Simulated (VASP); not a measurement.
# Zr (Im-3m) in VASP: a series of runs

The runs below take Zr through single point, with PBE.

All numbers are computed with VASP 6.6.1; they aren't measurements. Logs are shortened: lines on timing, memory, paths and dates and some standing lists are left out, and cuts for length are marked.

**1. The cell of the first run**

Symmetry: Im-3m, No. 229, cubic system. Conventional cell: a = 3.620 Å, b = 3.620 Å, c = 3.620 Å, α = 90.00°, β = 90.00°, γ = 90.00°. Zr (site symmetry m-3m) has 14 Zr at 3.14 to 3.62 Å within 4.1 Å.

**2. Single point, PBE, collinear spin, ferromagnetic start**

INCAR reads:

```
PREC = Accurate
ENCUT = 520
EDIFF = 1E-7
ISMEAR = -1
SIGMA = 0.1
LREAL = F
LASPH = T
NELM = 150
ALGO = Normal
ISIF = 2
LWAVE = F
LCHARG = F
ISPIN = 2
MAGMOM = 0.1
LORBIT = 11
NUPDOWN = 0.1
LMAXMIX = 4
GGA = PE
NBANDS = 16
```

KPOINTS reads:

```
regular mesh
0
Gamma
  13 13 13
```

POSCAR reads:

```
Zr
1.0
   -1.8100000000      1.8100000000      1.8100000000
    1.8100000000     -1.8100000000      1.8100000000
    1.8100000000      1.8100000000     -1.8100000000
Zr
1
Direct
    0.0000000000      0.0000000000      0.0000000000
```

Potentials or basis: VASP PAW PBE potentials, release 64 (Zr_sv).

Run with:

```console
cat potpaw_PBE.64/Zr_sv/POTCAR > POTCAR
mpirun -np 1 vasp_std > vasp.out
```

OUTCAR:

```text
PREC = Accurate
   ENCUT = 520
   EDIFF = 1E-7
   ISMEAR = -1
   LREAL = F
   LASPH = T
   NELM = 150
   ISIF = 2
   ISPIN = 2
   LORBIT = 11
   NUPDOWN = 0.1
   GGA = PE

 ion  position               nearest neighbor table
   1  0.000  0.000  0.000-

  LATTYP: Found a body centered cubic cell.
 ALAT       =     3.6200000000

  Lattice vectors:

 A1 = (  -1.8100000000,   1.8100000000,   1.8100000000)
 A2 = (   1.8100000000,  -1.8100000000,   1.8100000000)
 A3 = (   1.8100000000,   1.8100000000,  -1.8100000000)

Analysis of symmetry for initial positions (statically):
=====================================================================
 Subroutine PRICEL returns:
 Original cell was already a primitive cell.

 Routine SETGRP: Setting up the symmetry group for a
 body centered cubic supercell.

 Subroutine GETGRP returns: Found 48 space group operations
 (whereof 48 operations were pure point group operations)
 out of a pool of 48 trial point group operations.

The static configuration has the point symmetry O_h .

Analysis of symmetry for dynamics (positions and initial velocities):
=====================================================================
 Subroutine PRICEL returns:
 Original cell was already a primitive cell.

 Routine SETGRP: Setting up the symmetry group for a
 body centered cubic supercell.

 Subroutine GETGRP returns: Found 48 space group operations
 (whereof 48 operations were pure point group operations)
 out of a pool of 48 trial point group operations.

The dynamic configuration has the point symmetry O_h .

Analysis of structural, dynamic, and magnetic symmetry:
=====================================================================
 Subroutine PRICEL returns:
 Original cell was already a primitive cell.

 Routine SETGRP: Setting up the symmetry group for a
 body centered cubic supercell.

 Subroutine GETGRP returns: Found 48 space group operations
 (whereof 48 operations were pure point group operations)
 out of a pool of 48 trial point group operations.

The overall configuration has the point symmetry O_h .

 Subroutine INISYM returns: Found 48 space group operations
 (whereof 48 operations are pure point group operations),
 and found     1 'primitive' translations

----------------------------------------------------------------------------------------

                                     Primitive cell

  volume of cell :      23.7190

  direct lattice vectors                    reciprocal lattice vectors
    -1.810000000  1.810000000  1.810000000     0.000000000  0.276243094  0.276243094
     1.810000000 -1.810000000  1.810000000     0.276243094  0.000000000  0.276243094
     1.810000000  1.810000000 -1.810000000     0.276243094  0.276243094  0.000000000

  length of vectors
     3.135011962  3.135011962  3.135011962     0.390666730  0.390666730  0.390666730

  position of ions in fractional coordinates (direct lattice)
     0.000000000  0.000000000  0.000000000

  ion indices of the primitive-cell ions
   primitive index   ion index
                 1           1

----------------------------------------------------------------------------------------

 KPOINTS: regular mesh

Automatic generation of k-mesh.
 Grid dimensions read from file:
 generate k-points for:   13   13   13

 Generating k-lattice:

  Cartesian coordinates                     Fractional coordinates (reciprocal lattice)
     0.000000000  0.021249469  0.021249469     0.076923077  0.000000000  0.000000000
     0.021249469  0.000000000  0.021249469     0.000000000  0.076923077  0.000000000
     0.021249469  0.021249469  0.000000000     0.000000000  0.000000000  0.076923077

  Length of vectors
     0.030051287  0.030051287  0.030051287

  Shift w.r.t. Gamma in fractional coordinates (k-lattice)
     0.000000000  0.000000000  0.000000000

 Subroutine IBZKPT returns following result:
 ===========================================

 Found     84 irreducible k-points:

 Following reciprocal coordinates:
            Coordinates               Weight
  0.000000  0.000000  0.000000      1.000000
  0.076923  0.000000  0.000000     12.000000
  0.153846  0.000000  0.000000     12.000000
  0.230769  0.000000  0.000000     12.000000
  0.307692  0.000000  0.000000     12.000000
  0.384615  0.000000  0.000000     12.000000
[... 16 lines left out ...]
  0.153846  0.076923  0.076923     24.000000
  0.230769  0.076923  0.076923     24.000000
 [... further k-points ...]
   k-points           NKPTS =     84   k-points in BZ     NKDIM =     84   number of bands    NBANDS=     16
   number of dos      NEDOS =    301   number of ions     NIONS =      1
   total plane-waves  NPLWV =  13824
   dimension x,y,z NGX =    24 NGY =   24 NGZ =   24
   dimension x,y,z NGXF=    48 NGYF=   48 NGZF=   48
   ions per type =               1
   NGX,Y,Z   is equivalent  to a cutoff of  12.73, 12.73, 12.73 a.u.
   NGXF,Y,Z  is equivalent  to a cutoff of  25.45, 25.45, 25.45 a.u.
 SYSTEM =  unknown system
   PREC   = accura    normal or accurate (medium, high low for compatibility)
   ISTART =      0    job   : 0-new  1-cont  2-samecut
   ICHARG =      2    charge: 1-file 2-atom 10-const
   ISPIN  =      2    spin polarized calculation?
   LNONCOLLINEAR =      F non collinear calculations
   LSORBIT =      F    spin-orbit coupling
   LASPH  =      T    aspherical Exc in radial PAW
   ENCUT  =  520.0 eV  38.22 Ry    6.18 a.u.   5.83  5.83  5.83*2*pi/ulx,y,z
   NELM   =    150;   NELMIN=  2; NELMDL= -5     # of ELM steps
   EDIFF  = 0.1E-06   stopping-criterion for ELM
   LREAL  =      F    real-space projection
   EDIFFG = 0.1E-05   stopping-criterion for IOM
   NSW    =      0    number of steps for IOM
   IBRION =     -1    ionic relax: 0-MD 1-quasi-New 2-CG
   NFREE  =      0    steps in history (QN), initial steepest desc. (CG)
   ISIF   =      2    stress and relaxation
   ISYM   =      2    0-nonsym 1-usesym 2-fastsym
   POTIM  = 0.5000    time-step for ionic-motion
   TEBEG  =    0.0;   TEEND  =   0.0 temperature during run
   PSTRESS=    0.0 pullay stress
   NELECT =      12.0000    total number of electrons
   NUPDOWN=       0.1000    fix difference up-down
   EMIN   =  10.00;   EMAX   =-10.00  energy-range for DOS
   EFERMI =   0.00;   METHOD = LEGACY
   ISMEAR =    -1;   SIGMA  =   0.10  broadening in eV -4-tet -1-fermi 0-gaus
   EFERMI_NEDOS =   21; number of points for ismear=-14 and -15
   IALGO  =     38    algorithm
   IMIX   =      4    mixing-type and parameters
     AMIX     =   0.40;   BMIX     =  1.00
     AMIX_MAG =   1.60;   BMIX_MAG =  1.00
  volume/ion in A,a.u.               =      23.72       160.06
  Fermi-wavevector in a.u.,A,eV,Ry     =   1.304478  2.465105 23.152520  1.701662
  Thomas-Fermi vector in A             =   2.435411
   LORBIT       =     11    0 simple, 1 ext, 2 COOP (PROOUT), +10 PAW based schemes
   GGA     = PE    functional components
   LHFCALC =     F    Hartree Fock is set to
   AEXX    =    0.0000 exact exchange contribution
   IVDW    =     0    specifies the selected vdW correction
   LEPSILON=     F    determine dielectric tensor
   LRPA    =     F    only Hartree local field effects (RPA)
 spin polarized calculation
  energy-cutoff  :      520.00
  volume of cell :       23.72
 maximum number of plane-waves:       652
   NGX = 11   NGY = 11   NGZ = 11

 number of electron      12.0000000 magnetization       0.1000000

 Free energy of the ion-electron system (eV)
  ---------------------------------------------------
  ext. energy  EPLUGINS =         0.00000000
  ---------------------------------------------------
  free energy    TOTEN  =        -8.45827316 eV

  energy without entropy =       -8.39258509  energy(sigma->0) =       -8.42542912

 E-fermi :   8.4902     XC(G=0): -10.9924

 val. band max:        8.5220119452   @ k =   0.1538   0.0769   0.0769
 cond. band min:       8.5062118716   @ k =   0.2308   0.0769   0.0769
 fundamental gap:     -0.0158000736
 Fermi energy:         8.5220179287

 spin component 1

 k-point     1 :       0.0000    0.0000    0.0000
  band No.  band energies     occupation
      1     -40.0415      1.00000
      2     -17.5822      1.00000
      3     -17.5822      1.00000
      4     -17.5822      1.00000
      5       3.1334      1.00000
      6       9.5852      0.00002
[... 8 lines left out ...]
     15      29.6741      0.00000
     16      31.5416      0.00000

 k-point     2 :       0.0769    0.0000    0.0000
  band No.  band energies     occupation
      1     -40.0336      1.00000
      2     -17.6379      1.00000
      3     -17.5993      1.00000
      4     -17.5826      1.00000
      5       3.3301      1.00000
      6       9.4553      0.00009
[... 8 lines left out ...]
     15      28.9028      0.00000
     16      31.2620      0.00000
[... 387 lines left out ...]
      5       4.9829      1.00000
      6       8.5220      0.50001
[... 8 lines left out ...]
     15      27.8546      0.00000
     16      28.9363      0.00000

 k-point    24 :       0.2308    0.0769    0.0769
  band No.  band energies     occupation
      1     -39.9404      1.00000
      2     -18.2318      1.00000
      3     -17.7795      1.00000
      4     -17.6325      1.00000
      5       5.7320      1.00000
      6       8.1661      0.97233
[... 8 lines left out ...]
     15      29.2213      0.00000
     16      29.3112      0.00000

 [... further k-points ...]

 spin component 2

 k-point     1 :       0.0000    0.0000    0.0000
  band No.  band energies     occupation
      1     -40.0077      1.00000
      2     -17.5445      1.00000
      3     -17.5445      1.00000
      4     -17.5445      1.00000
      5       3.2091      1.00000
      6       9.6575      0.00001
[... 8 lines left out ...]
     15      29.7327      0.00000
     16      31.6001      0.00000

 k-point     2 :       0.0769    0.0000    0.0000
  band No.  band energies     occupation
      1     -39.9998      1.00000
      2     -17.6000      1.00000
      3     -17.5616      1.00000
      4     -17.5449      1.00000
      5       3.4057      1.00000
      6       9.5278      0.00003
[... 8 lines left out ...]
     15      28.9626      0.00000
     16      31.3224      0.00000
[... 387 lines left out ...]
      5       5.0577      1.00000
      6       8.5945      0.26065
[... 8 lines left out ...]
     15      27.9223      0.00000
     16      29.0053      0.00000

 k-point    24 :       0.2308    0.0769    0.0769
  band No.  band energies     occupation
      1     -39.9069      1.00000
      2     -18.1916      1.00000
      3     -17.7410      1.00000
      4     -17.5948      1.00000
      5       5.8060      1.00000
      6       8.2395      0.92469
[... 8 lines left out ...]
     15      29.2943      0.00000
     16      29.3794      0.00000

 [... further k-points ...]

------------------------ aborting loop because EDIFF is reached ----------------------------------------

  FORCE on cell =-STRESS in cart. coord.  units (eV):
  Direction    XX          YY          ZZ          XY          YZ          ZX
  --------------------------------------------------------------------------------------
  -------------------------------------------------------------------------------------
  Total       -0.4255810     -0.4255810     -0.4255810      0.0000000      0.0000000     -0.0000000
  in kB      -28.7472992    -28.7472992    -28.7472992      0.0000000      0.0000000     -0.0000000
  external PRESSURE =     -28.7472992 kB  Pullay stress =       0.0000000 kB

 VOLUME and BASIS-vectors are now :
 -----------------------------------------------------------------------------
  energy-cutoff  :      520.00
  volume of cell :       23.72
      direct lattice vectors                 reciprocal lattice vectors
    -1.810000000  1.810000000  1.810000000     0.000000000  0.276243094  0.276243094
     1.810000000 -1.810000000  1.810000000     0.276243094  0.000000000  0.276243094
     1.810000000  1.810000000 -1.810000000     0.276243094  0.276243094  0.000000000

 POSITION                                       TOTAL-FORCE (eV/Angst)
 -----------------------------------------------------------------------------------
      0.00000      0.00000      0.00000        -0.000000     -0.000000     -0.000000
 -----------------------------------------------------------------------------------
    total drift:                                0.000000      0.000000      0.000000

  FREE ENERGIE OF THE ION-ELECTRON SYSTEM (eV)
  ---------------------------------------------------
  free  energy   TOTEN  =        -8.4582731611 eV

  energy  without entropy=       -8.3925850889  energy(sigma->0) =       -8.42542912

 total charge

# of ion       s       p       d       tot
------------------------------------------
    1        2.221   5.948   1.660   9.828

 magnetization (x)

# of ion       s       p       d       tot
------------------------------------------
    1        0.001   0.004   0.051   0.055
```

Run time: 18 s. Hardware: 1 thread of Intel Xeon 6975P-C (Granite Rapids), shared host; peak memory 0.17 GiB.

What came out:

```yaml
Free_energy: -8.4583 eV
Pressure: -2.9 GPa
Net_moment: 0.10 μB per cell
Site_moments: Zr +0.06 μB
Valence_electrons_inside_the_program's_atomic_spheres: Zr 9.83
```

Caveat: the total moment is fixed, so each spin has its own Fermi level.

**3. Single point, PBE, collinear spin, ferromagnetic start**

INCAR reads:

```
PREC = Accurate
ENCUT = 520
EDIFF = 1E-6
ISMEAR = -1
SIGMA = 0.1
LREAL = False
LASPH = True
NELM = 150
ALGO = Normal
ISIF = 2
LWAVE = False
LCHARG = False
ISPIN = 2
MAGMOM = 1
LORBIT = 11
NUPDOWN = 1.0
LMAXMIX = 4
GGA = PE
NBANDS = 16
```

KPOINTS is that of step 2.

POSCAR is that of step 2.

Potentials or basis: VASP PAW PBE potentials, release 64 (Zr_sv).

Run with:

```console
cat potpaw_PBE.64/Zr_sv/POTCAR > POTCAR
mpirun -np 1 vasp_std > vasp.out
```

Wall time 15 s (1 thread of Intel Xeon 6975P-C (Granite Rapids), shared host); peak memory 0.17 GiB.

It converged, with:

```yaml
Free_energy: -8.3836 eV
Pressure: -0.6 GPa
Net_moment: 1.00 μB per cell
Site_moments: Zr +0.56 μB
Valence_electrons_inside_the_program's_atomic_spheres: Zr 9.82
```

Caveat: the total moment is fixed, so each spin has its own Fermi level.
